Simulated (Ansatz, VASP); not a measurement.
# Two plane-wave programs on Cd5HgO6

Contents of INCAR:

```
SYSTEM = Cd5HgO6
PREC = Accurate
ENCUT = 520
EDIFF = 1E-6
ISMEAR = 0
SIGMA = 0.2
LREAL = .False.
LASPH = .True.
NELM = 100
ALGO = Normal
ISIF = 2
LWAVE = .False.
LCHARG = .False.
GGA = PE
NBANDS = 66
```

The input KPOINTS:

```
regular mesh
0
Gamma
  4 6 6
  0 0 0
```

Contents of POSCAR:

```
Cd5HgO6
1.0
    0.0000000000      0.0000000000      4.7756556000
   -4.7795496000      0.0000000000      0.0000000000
    2.3897748000     -7.2482704000      0.0000000000
Cd Hg O
5 1 6
Direct
    0.0000000000      0.8319690000      0.6639380000
    0.0000000000      0.1680310000      0.3360620000
    0.0000000000      0.5000000000      0.0000000000
    0.5000000000      0.3337440000      0.6674880000
    0.5000000000      0.6662560000      0.3325120000
    0.5000000000      0.0000000000      0.0000000000
    0.5000000000      0.1716930000      0.3433860000
    0.5000000000      0.5000000000      0.0000000000
    0.5000000000      0.8283070000      0.6566140000
    0.0000000000      0.6647310000      0.3294620000
    0.0000000000      0.0000000000      0.0000000000
    0.0000000000      0.3352690000      0.6705380000
```

Input for Ansatz:

```yaml
crystal:
  lattice:
    - [0.0, 0.0, 4.7756556]
    - [-4.7795496, 0.0, 0.0]
    - [2.3897748, -7.2482704, 0.0]
  atoms:
    - { symbol: Cd, position: [0.0, 0.831969, 0.663938] }
    - { symbol: Cd, position: [0.0, 0.168031, 0.336062] }
    - { symbol: Cd, position: [0.0, 0.5, 0.0] }
    - { symbol: Cd, position: [0.5, 0.333744, 0.667488] }
    - { symbol: Cd, position: [0.5, 0.666256, 0.332512] }
    - { symbol: Hg, position: [0.5, 0.0, 0.0] }
    - { symbol: O, position: [0.5, 0.171693, 0.343386] }
    - { symbol: O, position: [0.5, 0.5, 0.0] }
    - { symbol: O, position: [0.5, 0.828307, 0.656614] }
    - { symbol: O, position: [0.0, 0.664731, 0.329462] }
    - { symbol: O, position: [0.0, 0.0, 0.0] }
    - { symbol: O, position: [0.0, 0.335269, 0.670538] }
basis:
  ecutwfc: 420
kpoints:
  mp_grid: { grid: [4, 6, 6] }
hamiltonian:
  xc: pbe
scf:
  occupations: { method: gaussian, width: 0.2 }
  lower_state_search: "off"
output:
  forces: true
  stress: true
  eigenvalues: true
```

Alike in both runs: task single point; functional PBE; k mesh 4 × 6 × 6; occupations gaussian, width 0.2 eV; no spin polarisation.

|  | VASP | Ansatz |
| --- | --- | --- |
| version | VASP 6.6.1 | Ansatz 0.2.0 |
| potentials or method | VASP PAW PBE potentials, release 64 (Cd, Hg, O), cutoff 520 eV | scalar-relativistic, plane waves, PAW |
| valence electrons in the cell | 108 | 156 |

Ansatz gave:

```
gap on the k mesh at the Fermi level (eV)                     : none
pressure (GPa)                                                : 0.0
traceless stress, the component that is largest in VASP (GPa) : 0.07
rms of the force components (eV/Å)                            : 0.002
```

Problem. What did VASP give for the same quantities?

Solution. gap on the k mesh at the Fermi level (eV): none; pressure (GPa): 1.1; traceless stress, the component that is largest in VASP (GPa): 0.10; rms of the force components (eV/Å): 0.005.

Atom by atom the forces differ by 0.005 eV/Å (rms over components). A gap of «none» marks a metal or a gap that the smearing closes. VASP's potentials hold 108 valence electrons a cell and Ansatz's 156, so a difference there can come from the potentials and not from the codes.

Spin-orbit coupling is off throughout.
